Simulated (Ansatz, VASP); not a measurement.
## Cl: VASP beside Ansatz

```
Cl
1.0
     3.12000   -2.24000    0.00000
     3.12000    2.24000    0.00000
     0.00000    0.00000    8.26000
Cl
4
Direct
  0.13000 0.87000 0.10000
  0.63000 0.37000 0.40000
  0.87000 0.13000 0.90000
  0.37000 0.63000 0.60000
```

Alike in both runs: task single point; functional PBEsol; dispersion D3(BJ); k mesh 7 × 7 × 4; occupations fermi-dirac, width 0.02 eV; no spin polarisation.

```csv
,VASP,Ansatz
version,VASP 6.6.1,Ansatz 0.2.0
potentials or method,"VASP PAW PBE potentials, release 64 (Cl), cutoff 520 eV","all-electron LAPW, scalar-relativistic"
```

```tsv
	VASP	Ansatz	Ansatz less VASP
gap on the k mesh at the Fermi level (eV)	2.45	2.41	-0.041
pressure (GPa)	-2.0	-1.7	+0.30
traceless stress, the component that is largest in VASP (GPa)	1.54	1.30	-0.244
rms of the force components (eV/Å)	0.226	0.148	-0.0779
```

VASP's potentials were made for PBE, not for PBEsol. Atom by atom the forces differ by 0.083 eV/Å (rms over components). Ansatz ran all-electron here, and VASP with PAW potentials.
